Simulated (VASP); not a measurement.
# Ag (Pm-3m) in VASP: further runs

Ag is run at these levels: BLYP; tasks: single point.

Everything below comes from runs of VASP 6.6.1. Logs are shortened: lines on timing, memory, paths and dates and some standing lists are left out, and cuts for length are marked.

## (1) The cell of the first run

The structure is cubic, space group Pm-3m (No. 221). The conventional cell has a = 2.821 Å, b = 2.821 Å, c = 2.821 Å, α = 90.00°, β = 90.00°, γ = 90.00°. Within 3.7 Å of Ag (site symmetry m-3m) lie 6 Ag at 2.82 Å.

## (2) Single point, BLYP

The input, INCAR:

```
PREC = Accurate
ENCUT = 520
EDIFF = 1E-6
ISMEAR = -1
SIGMA = 0.1
LREAL = F
LASPH = T
NELM = 60
ALGO = Normal
ISIF = 2
LWAVE = F
LCHARG = F
GGA = B5
ALDAX = 1.0
AGGAX = 1.0
AGGAC = 1.0
ALDAC = 0.0
NBANDS = 12
```

The input, KPOINTS:

```
Automatic mesh
0
Gamma
  12 12 12
```

The input, POSCAR:

```
Ag
1.0
    2.8209739645      0.0000000000      0.0000000000
    0.0000000000      2.8209739645      0.0000000000
    0.0000000000      0.0000000000      2.8209739645
Ag
1
Direct
    0.0000000000      0.0000000000      0.0000000000
```

Potentials or basis: VASP PAW PBE potentials, release 64 (Ag).

Started as:

```bash
$ cat potpaw_PBE.64/Ag/POTCAR > POTCAR
$ mpirun -np 1 vasp_std > vasp.out
```

OUTCAR:

```text
PREC = Accurate
   ENCUT = 520
   EDIFF = 1E-6
   ISMEAR = -1
   LREAL = F
   LASPH = T
   NELM = 60
   ISIF = 2
   GGA = B5

 ion  position               nearest neighbor table
   1  0.000  0.000  0.000-

  LATTYP: Found a simple cubic cell.
 ALAT       =     2.8209739645

  Lattice vectors:

 A1 = (   2.8209739645,   0.0000000000,   0.0000000000)
 A2 = (   0.0000000000,   2.8209739645,   0.0000000000)
 A3 = (   0.0000000000,   0.0000000000,   2.8209739645)

Analysis of symmetry for initial positions (statically):
=====================================================================
 Subroutine PRICEL returns:
 Original cell was already a primitive cell.

 Routine SETGRP: Setting up the symmetry group for a
 simple cubic supercell.

 Subroutine GETGRP returns: Found 48 space group operations
 (whereof 48 operations were pure point group operations)
 out of a pool of 48 trial point group operations.

The static configuration has the point symmetry O_h .

Analysis of symmetry for dynamics (positions and initial velocities):
=====================================================================
 Subroutine PRICEL returns:
 Original cell was already a primitive cell.

 Routine SETGRP: Setting up the symmetry group for a
 simple cubic supercell.

 Subroutine GETGRP returns: Found 48 space group operations
 (whereof 48 operations were pure point group operations)
 out of a pool of 48 trial point group operations.

The dynamic configuration has the point symmetry O_h .

 Subroutine INISYM returns: Found 48 space group operations
 (whereof 48 operations are pure point group operations),
 and found     1 'primitive' translations

----------------------------------------------------------------------------------------

                                     Primitive cell

  volume of cell :      22.4490

  direct lattice vectors                    reciprocal lattice vectors
     2.820973964  0.000000000  0.000000000     0.354487497  0.000000000  0.000000000
     0.000000000  2.820973964  0.000000000     0.000000000  0.354487497  0.000000000
     0.000000000  0.000000000  2.820973964     0.000000000  0.000000000  0.354487497

  length of vectors
     2.820973964  2.820973964  2.820973964     0.354487497  0.354487497  0.354487497

  position of ions in fractional coordinates (direct lattice)
     0.000000000  0.000000000  0.000000000

  ion indices of the primitive-cell ions
   primitive index   ion index
                 1           1

----------------------------------------------------------------------------------------

 KPOINTS: Automatic mesh

Automatic generation of k-mesh.
 Grid dimensions read from file:
 generate k-points for:   12   12   12

 Generating k-lattice:

  Cartesian coordinates                     Fractional coordinates (reciprocal lattice)
     0.029540625  0.000000000  0.000000000     0.083333333  0.000000000  0.000000000
     0.000000000  0.029540625  0.000000000     0.000000000  0.083333333  0.000000000
     0.000000000  0.000000000  0.029540625     0.000000000  0.000000000  0.083333333

  Length of vectors
     0.029540625  0.029540625  0.029540625

  Shift w.r.t. Gamma in fractional coordinates (k-lattice)
     0.000000000  0.000000000  0.000000000

 Subroutine IBZKPT returns following result:
 ===========================================

 Found     84 irreducible k-points:

 Following reciprocal coordinates:
            Coordinates               Weight
  0.000000  0.000000  0.000000      1.000000
  0.083333  0.000000  0.000000      6.000000
  0.166667  0.000000  0.000000      6.000000
  0.250000  0.000000  0.000000      6.000000
  0.333333  0.000000  0.000000      6.000000
  0.416667  0.000000  0.000000      6.000000
[... 16 lines left out ...]
  0.333333  0.333333  0.000000     12.000000
  0.416667  0.333333  0.000000     24.000000
 [... further k-points ...]
   k-points           NKPTS =     84   k-points in BZ     NKDIM =     84   number of bands    NBANDS=     12
   number of dos      NEDOS =    301   number of ions     NIONS =      1
   total plane-waves  NPLWV =  13824
   dimension x,y,z NGX =    24 NGY =   24 NGZ =   24
   dimension x,y,z NGXF=    48 NGYF=   48 NGZF=   48
   ions per type =               1
   NGX,Y,Z   is equivalent  to a cutoff of  14.14, 14.14, 14.14 a.u.
   NGXF,Y,Z  is equivalent  to a cutoff of  28.29, 28.29, 28.29 a.u.
 SYSTEM =  unknown system
   PREC   = accura    normal or accurate (medium, high low for compatibility)
   ISTART =      0    job   : 0-new  1-cont  2-samecut
   ICHARG =      2    charge: 1-file 2-atom 10-const
   ISPIN  =      1    spin polarized calculation?
   LNONCOLLINEAR =      F non collinear calculations
   LSORBIT =      F    spin-orbit coupling
   LASPH  =      T    aspherical Exc in radial PAW
   ENCUT  =  520.0 eV  38.22 Ry    6.18 a.u.   5.25  5.25  5.25*2*pi/ulx,y,z
   NELM   =     60;   NELMIN=  2; NELMDL= -5     # of ELM steps
   EDIFF  = 0.1E-05   stopping-criterion for ELM
   LREAL  =      F    real-space projection
   EDIFFG = 0.1E-04   stopping-criterion for IOM
   NSW    =      0    number of steps for IOM
   IBRION =     -1    ionic relax: 0-MD 1-quasi-New 2-CG
   NFREE  =      0    steps in history (QN), initial steepest desc. (CG)
   ISIF   =      2    stress and relaxation
   ISYM   =      2    0-nonsym 1-usesym 2-fastsym
   POTIM  = 0.5000    time-step for ionic-motion
   TEBEG  =    0.0;   TEEND  =   0.0 temperature during run
   PSTRESS=    0.0 pullay stress
   NELECT =      11.0000    total number of electrons
   NUPDOWN=      -1.0000    fix difference up-down
   EMIN   =  10.00;   EMAX   =-10.00  energy-range for DOS
   EFERMI =   0.00;   METHOD = LEGACY
   ISMEAR =    -1;   SIGMA  =   0.10  broadening in eV -4-tet -1-fermi 0-gaus
   EFERMI_NEDOS =   21; number of points for ismear=-14 and -15
   IALGO  =     38    algorithm
   IMIX   =      4    mixing-type and parameters
     AMIX     =   0.40;   BMIX     =  1.00
     AMIX_MAG =   1.60;   BMIX_MAG =  1.00
  volume/ion in A,a.u.               =      22.45       151.49
  Fermi-wavevector in a.u.,A,eV,Ry     =   1.290645  2.438965 22.664086  1.665763
  Thomas-Fermi vector in A             =   2.422463
   LORBIT       =      0    0 simple, 1 ext, 2 COOP (PROOUT), +10 PAW based schemes
   GGA     = B5    functional components
   LHFCALC =     F    Hartree Fock is set to
   AEXX    =    0.0000 exact exchange contribution
   IVDW    =     0    specifies the selected vdW correction
   LEPSILON=     F    determine dielectric tensor
   LRPA    =     F    only Hartree local field effects (RPA)
 non-spin polarized calculation
  energy-cutoff  :      520.00
  volume of cell :       22.45
 maximum number of plane-waves:       624
 NGX is ok and might be reduce to    24
   NGX = 11   NGY = 11   NGZ = 11

 number of electron      11.0000005 magnetization

 Free energy of the ion-electron system (eV)
  ---------------------------------------------------
  ext. energy  EPLUGINS =         0.00000000
  ---------------------------------------------------
  free energy    TOTEN  =        -1.90768809 eV

  energy without entropy =       -1.89674118  energy(sigma->0) =       -1.90221463

 E-fermi :   5.6005     XC(G=0):  -9.9970

 val. band max:        5.5178309400   @ k =   0.4167   0.2500   0.0000
 cond. band min:       5.6129348673   @ k =   0.3333   0.3333   0.1667
 fundamental gap:      0.0951039273
 Fermi energy:         5.6005212011

 k-point     1 :       0.0000    0.0000    0.0000
  band No.  band energies     occupation
      1      -0.3079      2.00000
      2       0.1529      2.00000
      3       0.1529      2.00000
      4       2.6958      2.00000
      5       2.6958      2.00000
      6       2.6958      2.00000
      7      18.8539      0.00000
      8      18.8539      0.00000
      9      18.8539      0.00000
     10      23.8866      0.00000
     11      23.8866      0.00000
     12      24.5419      0.00000

 k-point     2 :       0.0833    0.0000    0.0000
  band No.  band energies     occupation
      1      -0.1719      2.00000
      2       0.1691      2.00000
      3       0.2514      2.00000
      4       2.6359      2.00000
      5       2.6359      2.00000
      6       2.7008      2.00000
      7      17.5250      0.00000
      8      19.0668      0.00000
      9      19.0668      0.00000
     10      23.7979      0.00000
     11      24.2123      0.00000
     12      25.7449      0.00000

 k-point     3 :       0.1667    0.0000    0.0000
  band No.  band energies     occupation
      1       0.0877      2.00000
      2       0.2137      2.00000
      3       0.6785      2.00000
      4       2.4764      2.00000
      5       2.4764      2.00000
      6       2.7144      2.00000
      7      15.1582      0.00000
      8      19.6787      0.00000
      9      19.6787      0.00000
     10      23.5474      0.00000
     11      24.2705      0.00000
     12      28.6233      0.00000

 k-point     4 :       0.2500    0.0000    0.0000
  band No.  band energies     occupation
      1       0.2755      2.00000
      2       0.3069      2.00000
      3       1.5490      2.00000
      4       2.2675      2.00000
      5       2.2675      2.00000
      6       2.7330      2.00000
      7      12.7244      0.00000
      8      20.6162      0.00000
      9      20.6162      0.00000
     10      23.1885      0.00000
     11      24.2642      0.00000
     12      30.4092      0.00000

 k-point     5 :       0.3333    0.0000    0.0000
  band No.  band energies     occupation
      1       0.3382      2.00000
      2       0.4986      2.00000
      3       2.0679      2.00000
      4       2.0679      2.00000
      5       2.7517      2.00000
      6       2.7698      2.00000
      7      10.4072      0.00000
      8      21.7650      0.00000
      9      21.7650      0.00000
     10      22.8161      0.00000
     11      24.1913      0.00000
     12      29.7548      0.00000

 k-point     6 :       0.4167    0.0000    0.0000
  band No.  band energies     occupation
      1       0.3847      2.00000
      2       0.6381      2.00000
      3       1.9271      2.00000
      4       1.9271      2.00000
      5       2.7655      2.00000
      6       4.2486      2.00000
      7       8.2839      0.00000
      8      22.5381      0.00000
      9      22.9156      0.00000
     10      22.9156      0.00000
     11      24.0805      0.00000
     12      28.3365      0.00000

 k-point     7 :       0.5000    0.0000    0.0000
  band No.  band energies     occupation
      1       0.4019      2.00000
      2       0.6898      2.00000
      3       1.8766      2.00000
      4       1.8766      2.00000
      5       2.7705      2.00000
      6       5.4667      1.58445
      7       6.8536      0.00001
      8      22.4357      0.00000
      9      23.5052      0.00000
     10      23.5052      0.00000
     11      24.0246      0.00000
     12      27.6454      0.00000

 k-point     8 :       0.0833    0.0833    0.0000
  band No.  band energies     occupation
      1      -0.0340      2.00000
      2       0.2385      2.00000
      3       0.2925      2.00000
      4       2.5769      2.00000
      5       2.6337      2.00000
      6       2.6488      2.00000
      7      17.6746      0.00000
      8      17.7433      0.00000
      9      19.2801      0.00000
     10      23.9223      0.00000
     11      25.2356      0.00000
     12      26.0788      0.00000
[... 166 lines left out ...]
 k-point    20 :       0.3333    0.2500    0.0000
  band No.  band energies     occupation
      1       0.5556      2.00000
      2       1.0838      2.00000
      3       1.6722      2.00000
      4       2.1295      2.00000
      5       2.3543      2.00000
      6       4.0279      2.00000
      7      11.4887      0.00000
      8      15.3567      0.00000
      9      21.5066      0.00000
     10      23.6240      0.00000
     11      24.3800      0.00000
     12      28.5756      0.00000

 k-point    21 :       0.4167    0.2500    0.0000
  band No.  band energies     occupation
      1       0.6207      2.00000
      2       0.9471      2.00000
      3       1.8361      2.00000
      4       1.9957      2.00000
      5       2.3732      2.00000
      6       5.5178      1.39140
      7       9.3303      0.00000
      8      16.4904      0.00000
      9      19.7325      0.00000
     10      24.3530      0.00000
     11      24.9341      0.00000
     12      28.1299      0.00000

 k-point    22 :       0.5000    0.2500    0.0000
  band No.  band energies     occupation
      1       0.6445      2.00000
      2       0.8973      2.00000
      3       1.8882      2.00000
      4       1.9473      2.00000
      5       2.3804      2.00000
      6       7.2548      0.00000
      7       7.3723      0.00000
      8      17.4926      0.00000
      9      18.5118      0.00000
     10      24.3304      0.00000
     11      25.7995      0.00000
     12      27.7544      0.00000

 k-point    23 :       0.3333    0.3333    0.0000
  band No.  band energies     occupation
      1       0.6410      2.00000
      2       0.8039      2.00000
      3       2.1447      2.00000
      4       2.1835      2.00000
      5       2.1841      2.00000
      6       4.9817      1.99590
      7      11.4549      0.00000
      8      13.9982      0.00000
      9      19.5863      0.00000
     10      24.7785      0.00000
     11      24.8451      0.00000
     12      27.7525      0.00000

 k-point    24 :       0.4167    0.3333    0.0000
  band No.  band energies     occupation
      1       0.6103      2.00000
      2       0.7064      2.00000
      3       2.0302      2.00000
      4       2.1886      2.00000
      5       2.5044      2.00000
      6       6.3475      0.00114
      7       9.9243      0.00000
      8      14.4463      0.00000
      9      17.8465      0.00000
     10      25.0655      0.00000
     11      26.1891      0.00000
     12      27.2808      0.00000

 [... further k-points ...]
[... 5 lines left out ...]
  --------------------------------------------------------------------------------------
  -------------------------------------------------------------------------------------
  Total        0.0181384      0.0181384      0.0181384      0.0000000      0.0000000      0.0000000
  in kB        1.2945286      1.2945286      1.2945286      0.0000000      0.0000000      0.0000000
  external PRESSURE =       1.2945286 kB  Pullay stress =       0.0000000 kB

 VOLUME and BASIS-vectors are now :
 -----------------------------------------------------------------------------
  energy-cutoff  :      520.00
  volume of cell :       22.45
      direct lattice vectors                 reciprocal lattice vectors
     2.820973964  0.000000000  0.000000000     0.354487497  0.000000000  0.000000000
     0.000000000  2.820973964  0.000000000     0.000000000  0.354487497  0.000000000
     0.000000000  0.000000000  2.820973964     0.000000000  0.000000000  0.354487497

 POSITION                                       TOTAL-FORCE (eV/Angst)
 -----------------------------------------------------------------------------------
      0.00000      0.00000      0.00000         0.000000      0.000000      0.000000
 -----------------------------------------------------------------------------------
    total drift:                                0.000000     -0.000000      0.000000

  FREE ENERGIE OF THE ION-ELECTRON SYSTEM (eV)
  ---------------------------------------------------
  free  energy   TOTEN  =        -1.9076880876 eV

  energy  without entropy=       -1.8967411781  energy(sigma->0) =       -1.90221463
```

It took 10 s on 1 thread of Intel Xeon 6975P-C (Granite Rapids), shared host; peak memory 0.15 GiB.

Results:

* Free energy: -1.9077 eV
* Pressure: 0.1 GPa

Caveat: the PAW data sets were made with another functional, which shifts forces and pressure a little.

## (3) Single point, BLYP

The input, INCAR:

```
SYSTEM = Ag
PREC     = Accurate       ! precision mode
ENCUT    = 520            ! plane-wave cutoff, eV
EDIFF    = 1E-7           ! SCF threshold, eV
ISMEAR   = -1             ! smearing method
SIGMA    = 0.1            ! smearing width, eV
LREAL    = .False.        ! projectors in reciprocal space
LASPH    = .True.         ! aspherical terms in the spheres
NELM     = 100            ! most SCF steps
ALGO     = Normal         ! electronic algorithm
ISIF     = 2              ! what is computed and relaxed
LWAVE    = .False.        ! write WAVECAR
LCHARG   = .True.         ! write CHGCAR
GGA      = B5             ! functional
ALDAX    = 1.0          
AGGAX    = 1.0          
AGGAC    = 1.0          
ALDAC    = 0.0          
LELF     = .True.         ! ELF
LVHAR    = .True.       
NBANDS   = 12             ! bands
```

The input, KPOINTS:

```
Automatic mesh
0
Gamma
  13 13 13
  0 0 0
```

POSCAR is that of step 2.

Potentials or basis: VASP PAW PBE potentials, release 64 (Ag).

Started as:

```bash
$ cat potpaw_PBE.64/Ag/POTCAR > POTCAR
$ mpirun -np 1 vasp_std > vasp.out
```

Wall time 12 s (1 thread of Intel Xeon 6975P-C (Granite Rapids), shared host); peak memory 0.15 GiB.

The run converged. Its results:

* Free energy: -1.9056 eV
* Pressure: 0.0 GPa

Levels at points of the mesh, in eV from the Fermi level:
```
           k point  band 4  band 5  band 6  band 7  band 8  band 9
(0.00, 0.00, 0.00)   -2.94   -2.94   -2.94   13.23   13.23   13.23
```

Caveat: the PAW data sets were made with another functional, which shifts forces and pressure a little.

(Continued in part 2 of 2.)
